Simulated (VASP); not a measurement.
# Cd (Cmce) in VASP: further runs

The runs below take Cd through relaxation of cell and atoms, single point, with PBEsol.

All numbers are computed with VASP 6.6.1; they aren't measurements. Logs are shortened: lines on timing, memory, paths and dates and some standing lists are left out, and cuts for length are marked.

### Step 1. The cell of the first run

It takes space group Cmce (No. 64, orthorhombic). The conventional cell has a = 3.505 Å, b = 11.119 Å, c = 4.638 Å, α = 90.00°, β = 90.00°, γ = 90.00°. Within 3.0 Å of Cd (site symmetry m) lie 3 Cd at 2.30 to 2.33 Å.

### Step 2. Relaxation of cell and atoms, PBEsol

INCAR reads:

```
SYSTEM = Cd
  PREC = Accurate
  ENCUT = 600
  EDIFF = 1E-6
  ISMEAR = 0
  SIGMA = 0.1
  LREAL = .False.
  LASPH = .True.
  NELM = 100
  ALGO = Normal
  ISIF = 3
  LWAVE = .False.
  LCHARG = .False.
  GGA = PS
  IBRION = 2
  NSW = 90
  EDIFFG = -0.04
```

KPOINTS reads:

```
Automatic mesh
0
Gamma
  6 6 4
  0 0 0
```

POSCAR reads:

```
Cd
1.0
    1.7525236404     -5.5593650223      0.0000000000
    1.7525236404      5.5593650223      0.0000000000
    0.0000000000      0.0000000000      4.6380988186
Cd
4
Direct
    0.0980000000      0.9020000000      0.9100000000
    0.5980000000      0.4020000000      0.5900000000
    0.9020000000      0.0980000000      0.0900000000
    0.4020000000      0.5980000000      0.4100000000
```

Potentials or basis: VASP PAW PBE potentials, release 64 (Cd).

Started as:

```
$ cat potpaw_PBE.64/Cd/POTCAR > POTCAR
$ mpirun -np 1 vasp_std > vasp.out
```

OUTCAR:

```text
SYSTEM = Cd
   PREC = Accurate
   ENCUT = 600
   EDIFF = 1E-6
   ISMEAR = 0
   LREAL = .False.
   LASPH = .True.
   NELM = 100
   ISIF = 3
   GGA = PS
   IBRION = 2
   NSW = 90
   EDIFFG = -0.04

 ion  position               nearest neighbor table
   1  0.098  0.902  0.910-   2 2.30   2 2.30   3 2.33   2 3.61   2 3.61   4 3.63   4 3.63   4 3.63
                             4 3.63
   2  0.598  0.402  0.590-   1 2.30   1 2.30   4 2.33   1 3.61   1 3.61   3 3.63   3 3.63   3 3.63
                             3 3.63
   3  0.902  0.098  0.090-   4 2.30   4 2.30   1 2.33   4 3.61   4 3.61   2 3.63   2 3.63   2 3.63
                             2 3.63
   4  0.402  0.598  0.410-   3 2.30   3 2.30   2 2.33   3 3.61   3 3.61   1 3.63   1 3.63   1 3.63
                             1 3.63

  LATTYP: Found a base centered orthorhombic cell.
 ALAT       =     3.5050472808
 B/A-ratio  =     3.1722054380
 C/A-ratio  =     1.3232628399

  Lattice vectors:

 A1 = (   1.7525236404,  -5.5593650223,   0.0000000000)
 A2 = (   1.7525236404,   5.5593650223,   0.0000000000)
 A3 = (   0.0000000000,   0.0000000000,   4.6380988186)

Analysis of symmetry for initial positions (statically):
=====================================================================
 Subroutine PRICEL returns:
 Original cell was already a primitive cell.

 Routine SETGRP: Setting up the symmetry group for a
 base centered orthorhombic supercell.

 Subroutine GETGRP returns: Found  8 space group operations
 (whereof  4 operations were pure point group operations)
 out of a pool of  8 trial point group operations.

The static configuration has the point symmetry C_2h.
 The point group associated with its full space group is D_2h.

Analysis of symmetry for dynamics (positions and initial velocities):
=====================================================================
 Subroutine PRICEL returns:
 Original cell was already a primitive cell.

 Routine SETGRP: Setting up the symmetry group for a
 base centered orthorhombic supercell.

 Subroutine GETGRP returns: Found  8 space group operations
 (whereof  4 operations were pure point group operations)
 out of a pool of  8 trial point group operations.

The dynamic configuration has the point symmetry C_2h.
 The point group associated with its full space group is D_2h.

 Subroutine INISYM returns: Found  8 space group operations
 (whereof  4 operations are pure point group operations),
 and found     1 'primitive' translations

----------------------------------------------------------------------------------------

                                     Primitive cell
[... 92 lines left out ...]
   LASPH  =      T    aspherical Exc in radial PAW
   ENCUT  =  600.0 eV  44.10 Ry    6.64 a.u.  11.64 11.64  9.26*2*pi/ulx,y,z
   NELM   =    100;   NELMIN=  2; NELMDL= -5     # of ELM steps
   EDIFF  = 0.1E-05   stopping-criterion for ELM
   LREAL  =      F    real-space projection
   EDIFFG = -.4E-01   stopping-criterion for IOM
   NSW    =     90    number of steps for IOM
   IBRION =      2    ionic relax: 0-MD 1-quasi-New 2-CG
   NFREE  =      1    steps in history (QN), initial steepest desc. (CG)
   ISIF   =      3    stress and relaxation
   ISYM   =      2    0-nonsym 1-usesym 2-fastsym
   POTIM  = 0.5000    time-step for ionic-motion
   TEBEG  =    0.0;   TEEND  =   0.0 temperature during run
   PSTRESS=    0.0 pullay stress
   NELECT =      48.0000    total number of electrons
   NUPDOWN=      -1.0000    fix difference up-down
   EMIN   =  10.00;   EMAX   =-10.00  energy-range for DOS
   EFERMI =   0.00;   METHOD = LEGACY
   ISMEAR =     0;   SIGMA  =   0.10  broadening in eV -4-tet -1-fermi 0-gaus
   EFERMI_NEDOS =   21; number of points for ismear=-14 and -15
   IALGO  =     38    algorithm
   IMIX   =      4    mixing-type and parameters
     AMIX     =   0.40;   BMIX     =  1.00
     AMIX_MAG =   1.60;   BMIX_MAG =  1.00
  volume/ion in A,a.u.               =      22.59       152.47
  Fermi-wavevector in a.u.,A,eV,Ry     =   1.325772  2.505346 23.914576  1.757672
  Thomas-Fermi vector in A             =   2.455208
   LORBIT       =      0    0 simple, 1 ext, 2 COOP (PROOUT), +10 PAW based schemes
   GGA     = PS    functional components
   LHFCALC =     F    Hartree Fock is set to
   AEXX    =    0.0000 exact exchange contribution
   IVDW    =     0    specifies the selected vdW correction
   LEPSILON=     F    determine dielectric tensor
   LRPA    =     F    only Hartree local field effects (RPA)
 conjugate gradient relaxation of ions
 non-spin polarized calculation
 Gauss-broadening in eV      SIGMA  =   0.10
  energy-cutoff  :      600.00
  volume of cell :       90.38
 maximum number of plane-waves:      3033
 NGX is ok and might be reduce to    48
   NGX = 23   NGY = 23   NGZ = 19

--------------------------------------- Ionic step        1  -------------------------------------------

 number of electron      48.0000004 magnetization

 Free energy of the ion-electron system (eV)
  ---------------------------------------------------
  ext. energy  EPLUGINS =         0.00000000
  ---------------------------------------------------
  free energy    TOTEN  =         2.04089396 eV

  energy without entropy =        2.05276560  energy(sigma->0) =        2.04682978

------------------------ aborting loop because EDIFF is reached ----------------------------------------

  FORCE on cell =-STRESS in cart. coord.  units (eV):
  Direction    XX          YY          ZZ          XY          YZ          ZX
  --------------------------------------------------------------------------------------
  -------------------------------------------------------------------------------------
  Total       27.0105806     17.1294569     21.4013579      0.0000000      0.0000000      0.0000000
  in kB      478.8345003    303.6652588    379.3960835      0.0000000      0.0000000      0.0000000
  external PRESSURE =     387.2986142 kB  Pullay stress =       0.0000000 kB
[... 1602 lines left out ...]
     27       5.4640      0.00000
     28       5.7485      0.00000

 [... further k-points ...]

[... ionic steps 4 to 17 ...]

--------------------------------------- Ionic step       18  -------------------------------------------

 number of electron      48.0000005 magnetization

------------------------ aborting loop because EDIFF is reached ----------------------------------------
[... 71 lines left out ...]
--------------------------------------- Ionic step       20  -------------------------------------------

 number of electron      48.0000007 magnetization

 Free energy of the ion-electron system (eV)
  ---------------------------------------------------
  ext. energy  EPLUGINS =         0.00000000
  ---------------------------------------------------
  free energy    TOTEN  =        -4.41895040 eV

  energy without entropy =       -4.41265371  energy(sigma->0) =       -4.41580206

 E-fermi :   2.3878     XC(G=0): -10.9353

 val. band max:        2.3711994933   @ k =   0.1667   0.1667   0.2500
 cond. band min:       2.4677265928   @ k =   0.5000   0.1667   0.2500
 fundamental gap:      0.0965270994
 Fermi energy:         2.3878470995
[... 775 lines left out ...]
  FREE ENERGIE OF THE ION-ELECTRON SYSTEM (eV)
  ---------------------------------------------------
  free  energy   TOTEN  =        -4.4189503973 eV

  energy  without entropy=       -4.4126537147  energy(sigma->0) =       -4.41580206

 reached required accuracy - stopping structural energy minimisation
```

Run time: 24 min. Hardware: 1 thread of Intel Xeon 6975P-C, shared host; peak memory 0.36 GiB.

What came out:

| Quantity | Value |
| --- | --- |
| Free energy | -4.4190 eV |
| Relaxed volume | 22.61 Å³/atom |
| Relaxed cell | a = 5.981 Å, b = 5.981 Å, c = 4.673 Å, α = 90.00°, β = 90.00°, γ = 147.25° |
| Space group after relaxing (to 0.05 Å) | Fmmm (No. 69) |
| Energy gained by relaxing | 1615.0 meV/atom |
| Ionic steps | 20 |
| Pressure after relaxing | -0.2 GPa |
| Largest force after relaxing | 0.035 eV/Å |
| Band gap on the k mesh | zero (band 24 reaches 4.66 eV, above the bottom of band 25 at 1.54 eV) |

Forces in eV/Å, atoms in the order of the input:
```
Cd   0.000  0.003 -0.035
Cd   0.000  0.003  0.035
Cd   0.000 -0.003  0.035
Cd   0.000 -0.003 -0.035
```

Step by step:
| step | energy change (eV) | largest force (eV/Å) | pressure (GPa) | volume (Å³) |
| --- | --- | --- | --- | --- |
| 1 | 0.0000 | 6.8323 | 38.73 | 90.38 |
| 2 | -3.7424 | 0.1303 | -3.59 | 181.89 |
| 3 | -4.8762 | 0.6879 | -1.99 | 130.12 |
| 4 | -4.8787 | 0.7224 | -1.82 | 129.23 |
| 5 | -4.8792 | 0.7931 | -1.46 | 127.51 |
| 6 | -5.0329 | 0.7942 | -1.63 | 123.29 |
| 7 | -5.4878 | 0.9233 | -2.06 | 111.15 |
| 8 | -6.0548 | 1.3692 | 3.26 | 89.26 |
| 9 | -6.1258 | 1.1637 | 3.32 | 88.26 |
| 10 | -6.1685 | 0.9324 | 3.86 | 86.78 |
| 11 | -6.2470 | 0.7776 | 2.29 | 88.43 |
| 12 | -6.3530 | 0.4126 | -1.34 | 93.49 |
| 13 | -6.3544 | 0.3781 | -1.71 | 94.09 |
| 14 | -6.3834 | 0.3301 | -1.50 | 93.27 |
| 15 | -6.4425 | 0.1709 | -0.53 | 90.82 |
| 16 | -6.4034 | 0.3449 | 2.65 | 85.94 |
| 17 | -6.4539 | 0.0856 | 0.22 | 89.36 |
| 18 | -6.4539 | 0.0830 | 0.30 | 89.23 |
| 19 | -6.4568 | 0.0626 | 0.17 | 89.53 |
| 20 | -6.4598 | 0.0354 | -0.17 | 90.43 |

Final structure:
```yaml
crystal:
  lattice:
    - [1.68603, -5.73832, 0.00000]
    - [1.68603, 5.73832, 0.00000]
    - [0.00000, 0.00000, 4.67348]
  atoms:
    - { symbol: Cd, position: [0.13112, 0.86888, 0.00084] }
    - { symbol: Cd, position: [0.63112, 0.36888, 0.49916] }
    - { symbol: Cd, position: [0.86888, 0.13112, 0.99916] }
    - { symbol: Cd, position: [0.36888, 0.63112, 0.50084] }
```

Caveat: the PAW data sets were made with another functional, which shifts forces and pressure a little.

### Step 3. Single point, PBEsol

INCAR reads:

```
SYSTEM = Cd
ALGO = Normal
EDIFF = 1E-6
ENCUT = 520
GGA = PS
ISIF = 2
ISMEAR = 0
LASPH = .True.
LCHARG = .False.
LREAL = .False.
LWAVE = .False.
NBANDS = 32
NELM = 100
PREC = Accurate
SIGMA = 0.1
```

KPOINTS reads:

```
k-points
0
Gamma
  6 6 4
  0 0 0
```

POSCAR is that of step 2.

Potentials or basis: VASP PAW PBE potentials, release 64 (Cd).

Started as:

```
$ cat potpaw_PBE.64/Cd/POTCAR > POTCAR
$ mpirun -np 1 vasp_std > vasp.out
```

It took 1.9 min on 1 thread of Intel Xeon 6975P-C, shared host; peak memory 0.3 GiB.

Results (log left out):

| Item | Value |
| --- | --- |
| Free energy | 2.0410 eV |
| Pressure | 38.8 GPa |
| Largest force | 6.833 eV/Å |
| Band gap on the k mesh | zero (band 24 reaches 4.12 eV, above the bottom of band 25 at 2.20 eV) |

Forces in eV/Å, atoms in the order of the input:
```
Cd   0.000 -4.572  5.078
Cd   0.000 -4.572 -5.078
Cd   0.000  4.572 -5.078
Cd   0.000  4.572  5.078
```

Stress tensor (GPa, compression positive):
```
48.00  0.00  0.00
 0.00 30.48  0.00
 0.00  0.00 38.05
```

Levels at points of the mesh, in eV from the Fermi level:
```
           k point  band 21  band 22  band 23  band 24  band 25  band 26  band 27  band 28
(0.00, 0.00, 0.00)    -7.81    -3.50    -2.41    -0.23     0.11     4.16     4.26     4.96
(0.50, 0.00, 0.00)    -4.99    -4.99    -1.60    -1.60     2.12     2.12     3.34     3.34
(0.50, 0.50, 0.00)    -7.81    -5.98     0.00     0.26     1.26     2.08     3.44     3.64
(0.00, 0.00, 0.50)    -6.78    -6.78    -1.15    -1.15     0.50     0.50     6.31     6.31
(0.50, 0.00, 0.50)    -3.16    -3.16    -2.90    -2.90     0.47     0.47     1.03     1.03
(0.50, 0.50, 0.50)    -6.22    -6.22    -3.67    -3.67     5.12     5.12     5.93     5.93
```

Caveat: the PAW data sets were made with another functional, which shifts forces and pressure a little.
